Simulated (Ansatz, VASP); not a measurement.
# One calculation of TiAl, two programs

The input INCAR:

```
SYSTEM = TiAl
ALGO = Normal
EDIFF = 1E-7
ENCUT = 520
GGA = PE
ISIF = 2
ISMEAR = 0
LASPH = .TRUE.
LCHARG = .FALSE.
LREAL = .FALSE.
LWAVE = .FALSE.
NBANDS = 14
NELM = 60
PREC = Accurate
SIGMA = 0.15
```

The input KPOINTS:

```
k-points
0
G
  16 16 16
  0 0 0
```

Contents of POSCAR:

```
TiAl
1.0
    3.4333891200      0.0000000000      0.0000000000
    0.0000000000      3.4333891200      0.0000000000
    0.0000000000      0.0000000000      3.4333891200
Ti Al
1 1
Direct
    0.0000000000      0.0000000000      0.0000000000
    0.5000000000      0.5000000000      0.5000000000
```

Input for Ansatz:

```yaml
crystal:
  lattice:
    - [3.43338912, 0.0, 0.0]
    - [0.0, 3.43338912, 0.0]
    - [0.0, 0.0, 3.43338912]
  atoms:
    - { symbol: Ti, position: [0.0, 0.0, 0.0] }
    - { symbol: Al, position: [0.5, 0.5, 0.5] }
basis:
  ecutwfc: 420
kpoints:
  mp_grid: { grid: [16, 16, 16] }
hamiltonian:
  xc: pbe
scf:
  occupations: { method: gaussian, width: 0.15 }
output:
  forces: true
  stress: true
  eigenvalues: true
```

Change from the starting cell: strain +0.080 along x and y, +0.080 along z, atoms carried along.

Alike in both runs: task single point; functional PBE; k mesh 16 × 16 × 16; occupations gaussian, width 0.15 eV; no spin polarisation.

|  | VASP | Ansatz |
| --- | --- | --- |
| version | VASP 6.6.1 | Ansatz 0.2.0 |
| potentials or method | VASP PAW PBE potentials, release 64 (Ti_sv, Al), cutoff 520 eV | scalar-relativistic, plane waves, PAW |
| valence electrons in the cell | 15 | 15 |

|  | VASP | Ansatz | Ansatz less VASP |
| --- | --- | --- | --- |
| gap on the k mesh at the Fermi level (eV) | none | none | - |
| pressure (GPa) | -15.6 | -15.6 | +0.01 |

A gap of «none» marks a metal or a gap that the smearing closes. With one functional, cell and mesh, what is left measures potentials, basis and numerics.
